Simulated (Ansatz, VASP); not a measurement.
# AlN in VASP and in Ansatz

```
CELL_PARAMETERS angstrom
3.22514 0.00000 0.00000
-1.61257 2.79305 0.00000
0.00000 0.00000 4.05251
ATOMIC_POSITIONS crystal
Al 0.33333 0.66667 0.25000
Al 0.66667 0.33333 0.75000
N 0.66667 0.33333 0.25000
N 0.33333 0.66667 0.75000
```

Alike in both runs: task single point; functional r2SCAN; k mesh 9 × 9 × 6; no spin polarisation.

|  | VASP | Ansatz |
| --- | --- | --- |
| version | VASP 6.6.1 | Ansatz 0.2.0 |
| potentials or method | VASP PAW PBE potentials, release 64 (Al, N) | plane waves, PAW |
| plane-wave cutoff (eV) | 520 | 500 |
| occupations | gaussian, width 0.01 eV | fixed |
| valence electrons in the cell | 16 | 16 |

|  | VASP | Ansatz | Ansatz less VASP |
| --- | --- | --- | --- |
| gap on the k mesh at the Fermi level (eV) | 4.54 | 4.51 | -0.034 |
| pressure (GPa) | 15.3 | 15.8 | +0.55 |
| traceless stress, the component that is largest in VASP (GPa) | -2.06 | -1.78 | +0.280 |

VASP's potentials were made for PBE, not for r2SCAN.
